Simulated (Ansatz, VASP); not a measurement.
**Two plane-wave programs on AlH5**

File INCAR:

```
SYSTEM = AlH5
PREC = Accurate
ENCUT = 600
EDIFF = 1E-6
ISMEAR = 0
SIGMA = 0.1
LREAL = .FALSE.
LASPH = .TRUE.
NELM = 100
ALGO = Normal
ISIF = 3
LWAVE = .FALSE.
LCHARG = .FALSE.
GGA = PE
IBRION = 2
NSW = 100
EDIFFG = -0.01
```

The input KPOINTS:

```
Automatic mesh
0
G
  12 12 12
  0 0 0
```

Contents of POSCAR:

```
AlH5
1.0
    3.4447838972      0.0000000000      0.0000000000
    0.0000000000      3.4447838972      0.0000000000
    0.0000000000      0.0000000000      3.4447838972
Al H
1 5
Direct
    0.5000000000      0.5000000000      0.5000000000
    0.2173416667      0.2173416667      0.2173416667
    0.7826583333      0.7826583333      0.2173416667
    0.7826583333      0.2173416667      0.7826583333
    0.2173416667      0.7826583333      0.7826583333
    0.0000000000      0.0000000000      0.0000000000
```

Input for Ansatz:

```yaml
crystal:
  lattice:
    - [3.4447838972, 0.0, 0.0]
    - [0.0, 3.4447838972, 0.0]
    - [0.0, 0.0, 3.4447838972]
  atoms:
    - { symbol: Al, position: [0.5, 0.5, 0.5] }
    - { symbol: H, position: [0.2173416667, 0.2173416667, 0.2173416667] }
    - { symbol: H, position: [0.7826583333, 0.7826583333, 0.2173416667] }
    - { symbol: H, position: [0.7826583333, 0.2173416667, 0.7826583333] }
    - { symbol: H, position: [0.2173416667, 0.7826583333, 0.7826583333] }
    - { symbol: H, position: [0.0, 0.0, 0.0] }
basis:
  ecutwfc: 420
kpoints:
  mp_grid: { grid: [12, 12, 12] }
hamiltonian:
  xc: pbe
scf:
  occupations: { method: gaussian, width: 0.1 }
output:
  forces: true
  stress: true
  eigenvalues: true
relax:
  adjacent_minimum: "off"
  f_tol: 0.01
  max_steps: 80
  cell: { stress_tol: 0.05 }
```

Alike in both runs: task relaxation of cell and atoms; functional PBE; k mesh 12 × 12 × 12; occupations gaussian, width 0.1 eV; no spin polarisation.

|  | VASP | Ansatz |
| --- | --- | --- |
| version | VASP 6.6.1 | Ansatz 0.2.0 |
| potentials or method | VASP PAW PBE potentials, release 64 (Al, H), cutoff 600 eV | scalar-relativistic, plane waves, PAW |
| valence electrons in the cell | 8 | 8 |

|  | VASP | Ansatz | Ansatz less VASP |
| --- | --- | --- | --- |
| gap on the k mesh at the Fermi level, each at its own relaxed structure (eV) | none | none | - |
| relaxed volume (Å³/atom) | 6.81 | 6.82 | +0.011 |
| relaxed length of the cell vector where the two differ most in proportion (Å) | 3.444 | 3.446 | +0.0019 |

A gap of «none» marks a metal or a gap that the smearing closes.
